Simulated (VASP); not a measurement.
# HfO2 (Fm-3m) in VASP: a series of runs, part 2 of 2

VASP 6.6.1. The steps go on from the part before.

## (5) Single point, LDA

This run uses another cell than the first one, of 11.15 Å³/atom, 1.136 times its volume.

INCAR

```
SYSTEM = HfO2
ALGO     = Normal         ! electronic algorithm
EDIFF    = 1E-6           ! SCF threshold, eV
ENCUT    = 520            ! plane-wave cutoff, eV
ISIF     = 2              ! what is computed and relaxed
ISMEAR   = -1             ! smearing method
LASPH    = .True.         ! aspherical terms in the spheres
LCHARG   = .True.         ! write CHGCAR
LELF     = .True.         ! ELF
LREAL    = .False.        ! projectors in reciprocal space
LVHAR    = .True.       
LWAVE    = .False.        ! write WAVECAR
NBANDS   = 18             ! bands
NELM     = 80             ! most SCF steps
PREC     = Accurate       ! precision mode
SIGMA    = 0.1            ! smearing width, eV
```

KPOINTS

```
k-points
0
Gamma
  8 8 8
  0 0 0
```

POSCAR

```
HfO2
1.0
    0.0000000000      2.5575000000      2.5575000000
    2.5575000000      0.0000000000      2.5575000000
    2.5575000000      2.5575000000      0.0000000000
Hf O
1 2
Direct
    0.0000000000      0.0000000000      0.0000000000
    0.2500000000      0.2500000000      0.2500000000
    0.7500000000      0.7500000000      0.7500000000
```

Potentials or basis: VASP PAW LDA potentials, release 64 (Hf_pv, O).

The run is started by

```console
$ cat potpaw_LDA.64/Hf_pv/POTCAR potpaw_LDA.64/O/POTCAR > POTCAR
$ mpirun -np 1 vasp_std > vasp.out
```

OUTCAR:

```text
SYSTEM = HfO2
   EDIFF = 1E-6
   ENCUT = 520
   ISIF = 2
   ISMEAR = -1
   LASPH = .True.
   LREAL = .False.
   NELM = 80
   PREC = Accurate

 ion  position               nearest neighbor table
   1  0.000  0.000  0.000-   3 2.21   3 2.21   3 2.21   2 2.21   3 2.21   2 2.21   2 2.21   2 2.21

   2  0.250  0.250  0.250-   1 2.21   1 2.21   1 2.21   1 2.21
   3  0.750  0.750  0.750-   1 2.21   1 2.21   1 2.21   1 2.21

  LATTYP: Found a face centered cubic cell.
 ALAT       =     5.1150000000

  Lattice vectors:

 A1 = (   0.0000000000,   2.5575000000,   2.5575000000)
 A2 = (   2.5575000000,   0.0000000000,   2.5575000000)
 A3 = (   2.5575000000,   2.5575000000,   0.0000000000)

Analysis of symmetry for initial positions (statically):
=====================================================================
 Subroutine PRICEL returns:
 Original cell was already a primitive cell.

 Routine SETGRP: Setting up the symmetry group for a
 face centered cubic supercell.

 Subroutine GETGRP returns: Found 48 space group operations
 (whereof 48 operations were pure point group operations)
 out of a pool of 48 trial point group operations.

The static configuration has the point symmetry O_h .
[... 163 lines left out ...]

 val. band max:        3.8232890030   @ k =   0.5000   0.5000   0.0000
 cond. band min:       7.3474936899   @ k =   0.5000   0.5000   0.0000
 fundamental gap:      3.5242046870
 Fermi energy:         5.6049316956

 k-point     1 :       0.0000    0.0000    0.0000
  band No.  band energies     occupation
      1     -25.7882      2.00000
      2     -25.7882      2.00000
      3     -25.7882      2.00000
      4     -14.4849      2.00000
      5     -11.4575      2.00000
      6      -1.4221      2.00000
[... 481 lines left out ...]
      5     -12.3736      2.00000
      6      -0.9499      2.00000
[... 10 lines left out ...]
     17      14.4083      0.00000
     18      16.1440      0.00000

 [... further k-points ...]

------------------------ aborting loop because EDIFF is reached ----------------------------------------

  FORCE on cell =-STRESS in cart. coord.  units (eV):
  Direction    XX          YY          ZZ          XY          YZ          ZX
  --------------------------------------------------------------------------------------
  -------------------------------------------------------------------------------------
  Total       -4.0313592     -4.0313592     -4.0313592      0.0000000     -0.0000000      0.0000000
  in kB     -193.0568254   -193.0568254   -193.0568254      0.0000000     -0.0000000      0.0000000
  external PRESSURE =    -193.0568254 kB  Pullay stress =       0.0000000 kB

 VOLUME and BASIS-vectors are now :
 -----------------------------------------------------------------------------
  energy-cutoff  :      520.00
  volume of cell :       33.46
      direct lattice vectors                 reciprocal lattice vectors
     0.000000000  2.557500000  2.557500000    -0.195503421  0.195503421  0.195503421
     2.557500000  0.000000000  2.557500000     0.195503421 -0.195503421  0.195503421
     2.557500000  2.557500000  0.000000000     0.195503421  0.195503421 -0.195503421

 POSITION                                       TOTAL-FORCE (eV/Angst)
 -----------------------------------------------------------------------------------
      0.00000      0.00000      0.00000        -0.000000     -0.000000     -0.000000
      1.27875      1.27875      1.27875         0.000000      0.000000     -0.000000
      3.83625      3.83625      3.83625        -0.000000     -0.000000      0.000000
 -----------------------------------------------------------------------------------
    total drift:                                0.000000      0.000000      0.000000

  FREE ENERGIE OF THE ION-ELECTRON SYSTEM (eV)
  ---------------------------------------------------
  free  energy   TOTEN  =       -32.9104646923 eV

  energy  without entropy=      -32.9104646893  energy(sigma->0) =      -32.91046469
```

stdout:

```text
POSCAR found type information on POSCAR HfO
 POSCAR found :  2 types and       3 ions
 scaLAPACK will be used
 LDA part: xc-table for (Slater(with rela. corr.)+CA(PZ))
 , standard interpolation
 POSCAR, INCAR and KPOINTS ok, starting setup
 FFT: planning ... GRIDC
 FFT: planning ... GRID_SOFT
 FFT: planning ... GRID
 WAVECAR not read
 entering main loop
```

It took 24 s on 1 thread of Intel Xeon 8259CL, shared host; peak memory 0.15 GiB.

Results:

| Quantity | Value |
| --- | --- |
| Free energy | -32.9105 eV |
| Pressure | -19.3 GPa |
| Band gap on the k mesh | 3.52 eV, direct |

Levels at points of the mesh, in eV from the valence-band top:
```csv
k point,band 7,band 8,band 9,band 10,band 11,band 12,band 13,band 14,band 15,band 16
"(0.00, 0.00, 0.00)",-5.25,-5.25,-0.60,-0.60,-0.60,3.62,3.62,5.48,10.04,10.04
"(0.50, 0.00, 0.00)",-4.24,-3.03,-2.70,-1.81,-1.81,4.33,4.33,6.69,8.71,9.03
"(0.50, 0.50, 0.00)",-3.42,-3.42,-1.51,-1.51,0.00,3.52,5.19,6.35,7.85,7.85
```

Caveat: spin-orbit coupling is left out, which moves the levels of the heavy elements.

## (6) Overview

```tsv
cell	gap on the mesh (eV)	pressure (GPa)
a = 3.466 Å, angles 60.0°, 3 atoms	3.86	15.7
a = 3.518 Å, angles 60.0°, 3 atoms	3.74	1.3
a = 3.568 Å, angles 60.0°, 3 atoms	3.63	-10.2
a = 3.617 Å, angles 60.0°, 3 atoms	3.52	-19.3
```

Alike in all rows: task single point; level LDA; potentials or basis VASP PAW LDA potentials, release 64 (Hf_pv, O); no spin polarisation; k mesh 8 × 8 × 8; cutoff (eV) 520; smearing fermi-dirac 0.1 eV.

Caveats: spin-orbit coupling is left out, which moves the levels of the heavy elements.

Absolute energies hang on the potentials; compare differences alone.
